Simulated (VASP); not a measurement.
# Mn (P6_3/mmc) in VASP: further runs, part 2 of 2

VASP 6.6.1. Earlier steps stand in the parts before.

## Step 4: Single point, PBEsol (9.50 Å³/atom)

This run uses another cell than the first one, of 9.50 Å³/atom.

Contents of INCAR:

```
ALGO = Normal
EDIFF = 1E-6
ENCUT = 520
GGA = PS
ISIF = 2
ISMEAR = -1
LASPH = True
LCHARG = False
LREAL = False
LWAVE = False
NBANDS = 20
NELM = 80
PREC = Accurate
SIGMA = 0.1
```

Contents of KPOINTS:

```
k-points
0
Gamma
  17 17 9
```

Contents of POSCAR:

```
Mn
1.0
    2.3862563156      0.0000000000      0.0000000000
   -1.1931281578      2.0665585893      0.0000000000
    0.0000000000      0.0000000000      3.8548008629
Mn
2
Direct
    0.3333333333      0.6666666667      0.2500000000
    0.6666666667      0.3333333333      0.7500000000
```

Potentials or basis: VASP PAW PBE potentials, release 64 (Mn_pv).

Command:

```sh
> cat potpaw_PBE.64/Mn_pv/POTCAR > POTCAR
> mpirun -np 1 vasp_std > vasp.out
```

OUTCAR:

```text
EDIFF = 1E-6
   ENCUT = 520
   GGA = PS
   ISIF = 2
   ISMEAR = -1
   LASPH = True
   LREAL = False
   NELM = 80
   PREC = Accurate

 ion  position               nearest neighbor table
   1  0.333  0.667  0.250-   2 2.37   2 2.37   2 2.37   2 2.37   2 2.37   2 2.37
   2  0.667  0.333  0.750-   1 2.37   1 2.37   1 2.37   1 2.37   1 2.37   1 2.37

  LATTYP: Found a hexagonal cell.
 ALAT       =     2.3862563156
 C/A-ratio  =     1.6154177729

  Lattice vectors:

 A1 = (   2.3862563156,   0.0000000000,   0.0000000000)
 A2 = (  -1.1931281578,   2.0665585893,   0.0000000000)
 A3 = (   0.0000000000,   0.0000000000,   3.8548008629)

Analysis of symmetry for initial positions (statically):
=====================================================================
 Subroutine PRICEL returns:
 Original cell was already a primitive cell.

 Routine SETGRP: Setting up the symmetry group for a
 hexagonal supercell.

 Subroutine GETGRP returns: Found 24 space group operations
 (whereof 12 operations were pure point group operations)
 out of a pool of 24 trial point group operations.

The static configuration has the point symmetry D_3d.
 The point group associated with its full space group is D_6h.

Analysis of symmetry for dynamics (positions and initial velocities):
=====================================================================
 Subroutine PRICEL returns:
 Original cell was already a primitive cell.

 Routine SETGRP: Setting up the symmetry group for a
 hexagonal supercell.

 Subroutine GETGRP returns: Found 24 space group operations
 (whereof 12 operations were pure point group operations)
 out of a pool of 24 trial point group operations.

The dynamic configuration has the point symmetry D_3d.
 The point group associated with its full space group is D_6h.

 Subroutine INISYM returns: Found 24 space group operations
 (whereof 12 operations are pure point group operations),
 and found     1 'primitive' translations

----------------------------------------------------------------------------------------

                                     Primitive cell

  volume of cell :      19.0093

  direct lattice vectors                    reciprocal lattice vectors
     2.386256316  0.000000000  0.000000000     0.419066466  0.241948137  0.000000000
    -1.193128158  2.066558589  0.000000000     0.000000000  0.483896273  0.000000000
     0.000000000  0.000000000  3.854800863     0.000000000  0.000000000  0.259416773

  length of vectors
     2.386256316  2.386256316  3.854800863     0.483896273  0.483896273  0.259416773

  position of ions in fractional coordinates (direct lattice)
     0.333333333  0.666666667  0.250000000
     0.666666667  0.333333333  0.750000000

  ion indices of the primitive-cell ions
   primitive index   ion index
                 1           1
                 2           2

----------------------------------------------------------------------------------------

 KPOINTS: k-points

Automatic generation of k-mesh.
 Grid dimensions read from file:
 generate k-points for:   17   17    9

 Generating k-lattice:

  Cartesian coordinates                     Fractional coordinates (reciprocal lattice)
     0.024650969  0.014232243  0.000000000     0.058823529  0.000000000  0.000000000
     0.000000000  0.028464487  0.000000000     0.000000000  0.058823529  0.000000000
     0.000000000  0.000000000  0.028824086     0.000000000  0.000000000  0.111111111

  Length of vectors
     0.028464487  0.028464487  0.028824086

  Shift w.r.t. Gamma in fractional coordinates (k-lattice)
     0.000000000  0.000000000  0.000000000

 Subroutine IBZKPT returns following result:
 ===========================================

 Found    165 irreducible k-points:

 Following reciprocal coordinates:
            Coordinates               Weight
  0.000000  0.000000  0.000000      1.000000
  0.058824 -0.000000  0.000000      6.000000
  0.117647  0.000000  0.000000      6.000000
  0.176471 -0.000000  0.000000      6.000000
  0.235294  0.000000  0.000000      6.000000
  0.294118  0.000000  0.000000      6.000000
[... 16 lines left out ...]
  0.411765  0.117647  0.000000     12.000000
  0.176471  0.176471  0.000000      6.000000
 [... further k-points ...]
   k-points           NKPTS =    165   k-points in BZ     NKDIM =    165   number of bands    NBANDS=     20
   number of dos      NEDOS =    301   number of ions     NIONS =      2
   total plane-waves  NPLWV =   9720
   dimension x,y,z NGX =    18 NGY =   18 NGZ =   30
   dimension x,y,z NGXF=    36 NGYF=   36 NGZF=   60
   ions per type =               2
   NGX,Y,Z   is equivalent  to a cutoff of  12.54, 12.54, 12.94 a.u.
   NGXF,Y,Z  is equivalent  to a cutoff of  25.08, 25.08, 25.88 a.u.
 SYSTEM =  unknown system
   PREC   = accura    normal or accurate (medium, high low for compatibility)
   ISTART =      0    job   : 0-new  1-cont  2-samecut
   ICHARG =      2    charge: 1-file 2-atom 10-const
   ISPIN  =      1    spin polarized calculation?
   LNONCOLLINEAR =      F non collinear calculations
   LSORBIT =      F    spin-orbit coupling
   LASPH  =      T    aspherical Exc in radial PAW
   ENCUT  =  520.0 eV  38.22 Ry    6.18 a.u.   4.44  4.44  7.17*2*pi/ulx,y,z
   NELM   =     80;   NELMIN=  2; NELMDL= -5     # of ELM steps
   EDIFF  = 0.1E-05   stopping-criterion for ELM
   LREAL  =      F    real-space projection
   EDIFFG = 0.1E-04   stopping-criterion for IOM
   NSW    =      0    number of steps for IOM
   IBRION =     -1    ionic relax: 0-MD 1-quasi-New 2-CG
   NFREE  =      0    steps in history (QN), initial steepest desc. (CG)
   ISIF   =      2    stress and relaxation
   ISYM   =      2    0-nonsym 1-usesym 2-fastsym
   POTIM  = 0.5000    time-step for ionic-motion
   TEBEG  =    0.0;   TEEND  =   0.0 temperature during run
   PSTRESS=    0.0 pullay stress
   NELECT =      26.0000    total number of electrons
   NUPDOWN=      -1.0000    fix difference up-down
   EMIN   =  10.00;   EMAX   =-10.00  energy-range for DOS
   EFERMI =   0.00;   METHOD = LEGACY
   ISMEAR =    -1;   SIGMA  =   0.10  broadening in eV -4-tet -1-fermi 0-gaus
   EFERMI_NEDOS =   21; number of points for ismear=-14 and -15
   IALGO  =     38    algorithm
   IMIX   =      4    mixing-type and parameters
     AMIX     =   0.40;   BMIX     =  1.00
     AMIX_MAG =   1.60;   BMIX_MAG =  1.00
  volume/ion in A,a.u.               =       9.50        64.14
  Fermi-wavevector in a.u.,A,eV,Ry     =   1.817232  3.434070 44.930953  3.302332
  Thomas-Fermi vector in A             =   2.874479
   LORBIT       =      0    0 simple, 1 ext, 2 COOP (PROOUT), +10 PAW based schemes
   GGA     = PS    functional components
   LHFCALC =     F    Hartree Fock is set to
   AEXX    =    0.0000 exact exchange contribution
   IVDW    =     0    specifies the selected vdW correction
   LEPSILON=     F    determine dielectric tensor
   LRPA    =     F    only Hartree local field effects (RPA)
 non-spin polarized calculation
  energy-cutoff  :      520.00
  volume of cell :       19.01
 maximum number of plane-waves:       537
 NGX is ok and might be reduce to    18
   NGX =  9   NGY =  9   NGZ = 15

 number of electron      25.9999976 magnetization

 Free energy of the ion-electron system (eV)
  ---------------------------------------------------
  ext. energy  EPLUGINS =         0.00000000
  ---------------------------------------------------
  free energy    TOTEN  =       -19.31137827 eV

  energy without entropy =      -19.23201981  energy(sigma->0) =      -19.27169904

 E-fermi :  12.0354     XC(G=0): -14.9537

 val. band max:       12.0316462319   @ k =   0.1765   0.0588   0.1111
 cond. band min:      12.0396780854   @ k =   0.3529   0.0588   0.2222
 fundamental gap:      0.0080318534
 Fermi energy:        12.0354161033

 k-point     1 :       0.0000    0.0000    0.0000
  band No.  band energies     occupation
      1     -36.3363      2.00000
      2     -35.3445      2.00000
      3     -35.3445      2.00000
      4     -35.1908      2.00000
      5     -35.1908      2.00000
      6     -35.1690      2.00000
[... 12 lines left out ...]
     19      22.8432      0.00000
     20      33.6138      0.00000
[... 507 lines left out ...]
 k-point    24 :       0.1765    0.1765    0.0000
  band No.  band energies     occupation
      1     -36.0347      2.00000
      2     -35.8163      2.00000
      3     -35.8139      2.00000
      4     -35.5046      2.00000
      5     -35.3528      2.00000
      6     -35.3038      2.00000
[... 12 lines left out ...]
     19      22.9957      0.00000
     20      27.4847      0.00000

 [... further k-points ...]

------------------------ aborting loop because EDIFF is reached ----------------------------------------

  FORCE on cell =-STRESS in cart. coord.  units (eV):
  Direction    XX          YY          ZZ          XY          YZ          ZX
  --------------------------------------------------------------------------------------
  -------------------------------------------------------------------------------------
  Total        3.6328703      3.6328703      3.5995631      0.0000000      0.0000000      0.0000000
  in kB      306.1919079    306.1919079    303.3846529      0.0000000      0.0000000      0.0000000
  external PRESSURE =     305.2561562 kB  Pullay stress =       0.0000000 kB

 VOLUME and BASIS-vectors are now :
 -----------------------------------------------------------------------------
  energy-cutoff  :      520.00
  volume of cell :       19.01
      direct lattice vectors                 reciprocal lattice vectors
     2.386256316  0.000000000  0.000000000     0.419066466  0.241948137  0.000000000
    -1.193128158  2.066558589  0.000000000     0.000000000  0.483896273  0.000000000
     0.000000000  0.000000000  3.854800863     0.000000000  0.000000000  0.259416773

 POSITION                                       TOTAL-FORCE (eV/Angst)
 -----------------------------------------------------------------------------------
     -0.00000      1.37771      0.96370        -0.000000      0.000000      0.000000
      1.19313      0.68885      2.89110         0.000000      0.000000      0.000000
 -----------------------------------------------------------------------------------
    total drift:                               -0.000000      0.000000     -0.000000

  FREE ENERGIE OF THE ION-ELECTRON SYSTEM (eV)
  ---------------------------------------------------
  free  energy   TOTEN  =       -19.3113782744 eV

  energy  without entropy=      -19.2320198096  energy(sigma->0) =      -19.27169904
```

Wall time 80 s (1 thread of Intel Xeon 8259CL, shared host); peak memory 0.17 GiB.

What came out:

| Property | Result |
| --- | --- |
| Free energy | -19.3114 eV |
| Pressure | 30.5 GPa |
| Band gap on the k mesh | zero (bands 13 and 14 overlap by 2.34 eV) |

Stress tensor (GPa, compression positive):
```
30.62  0.00  0.00
 0.00 30.62  0.00
 0.00  0.00 30.34
```

Caveat: the cell stands under pressure; the PAW data sets were made with another functional, which shifts forces and pressure a little; the run has no spin polarisation, though such a crystal can be magnetic. Spin polarisation is off, so any magnetic state and its effect on volume and gap are missing.

## Step 5: Overview

| cell | k mesh | gap on the mesh (eV) | pressure (GPa) |
| --- | --- | --- | --- |
| a = 2.454, b = 2.454, c = 3.963 Å, angles 90.0, 90.0, 120.0°, 2 atoms | 14 × 14 × 8 | none | 0.0 |
| a = 2.351, b = 2.351, c = 3.798 Å, angles 90.0, 90.0, 120.0°, 2 atoms | 17 × 17 × 9 | none | 52.2 |
| a = 2.386, b = 2.386, c = 3.855 Å, angles 90.0, 90.0, 120.0°, 2 atoms | 17 × 17 × 9 | none | 30.5 |

Alike in all rows: task single point; level PBEsol; potentials or basis VASP PAW PBE potentials, release 64 (Mn_pv); no spin polarisation; cutoff (eV) 520; smearing fermi-dirac 0.1 eV.

Caveats: the PAW data sets were made with another functional, which shifts forces and pressure a little; the run has no spin polarisation, though such a crystal can be magnetic; the cell stands under pressure (at least some runs).

Absolute energies hang on the potentials; compare differences alone.
